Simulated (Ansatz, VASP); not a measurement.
**One calculation of CuO, two programs**

The input POSCAR:

```
CuO
1.0
    3.4220509700      0.0000000000      0.0000000000
    0.0000000000      3.4220509700      0.0000000000
    0.0000000000      0.0000000000      4.2604614800
Cu O
2 2
Direct
    0.0000000000      0.5000000000      0.0000000000
    0.5000000000      0.0000000000      0.5000000000
    0.0000000000      0.0000000000      0.2500000000
    0.0000000000      0.0000000000      0.7500000000
```

File INCAR.step1:

```
SYSTEM = CuO
  PREC = Accurate
  ENCUT = 520
  ISMEAR = -1
  SIGMA = 0.05
  LREAL = .False.
  LASPH = .True.
  NELM = 60
  NBANDS = 25
  GGA = PE
  ALGO = Normal
  EDIFF = 1E-4
  LWAVE = .True.
  LCHARG = .False.
```

INCAR.step2

```
SYSTEM = CuO
  PREC = Accurate
  ENCUT = 520
  EDIFF = 1E-7
  ISMEAR = -1
  SIGMA = 0.05
  LREAL = .False.
  LASPH = .True.
  NELM = 60
  ALGO = Normal
  ISIF = 2
  LWAVE = .False.
  LCHARG = .True.
  METAGGA = R2SCAN
  LMIXTAU = .True.
  LELF = .True.
  LVHAR = .True.
  NBANDS = 25
  ISTART = 1
```

Contents of KPOINTS:

```
Automatic mesh
0
Gamma
  5 5 4
  0 0 0
```

File input.yaml:

```yaml
crystal:
  lattice:
    - [3.42205097, 0.0, 0.0]
    - [0.0, 3.42205097, 0.0]
    - [0.0, 0.0, 4.26046148]
  atoms:
    - { symbol: Cu, position: [0.0, 0.5, 0.0] }
    - { symbol: Cu, position: [0.5, 0.0, 0.5] }
    - { symbol: O, position: [0.0, 0.0, 0.25] }
    - { symbol: O, position: [0.0, 0.0, 0.75] }
hamiltonian:
  xc: r2scan
  pseudopotentials: { kind: paw }
kpoints:
  mp_grid: { grid: [5, 5, 4] }
scf:
  occupations: { method: fermi_dirac, width: 0.05 }
output:
  forces: true
  stress: true
  eigenvalues: true
```

Alike in both runs: task single point; functional r2SCAN; k mesh 5 × 5 × 4; occupations fermi-dirac, width 0.05 eV; no spin polarisation.

|  | VASP | Ansatz |
| --- | --- | --- |
| version | VASP 6.6.1 | Ansatz 0.2.0 |
| potentials or method | VASP PAW PBE potentials, release 64 (Cu, O) | Ansatz PAW |
| plane-wave cutoff (eV) | 520 | 500 |
| valence electrons in the cell | 34 | 50 |

```csv
,VASP,Ansatz,Ansatz less VASP
gap on the k mesh at the Fermi level (eV),none,none,-
pressure (GPa),-7.0,-7.7,-0.68
"traceless stress, the component that is largest in VASP (GPa)",26.24,26.76,+0.520
```

VASP's potentials were made for PBE, not for r2SCAN. A gap of «none» marks a metal or a gap that the smearing closes. With one functional, cell and mesh, what is left measures potentials, basis and numerics. VASP's potentials hold 34 valence electrons a cell and Ansatz's 50, so a difference there can come from the potentials and not from the codes.

The k mesh is coarse, so the values compare programs but aren't converged.
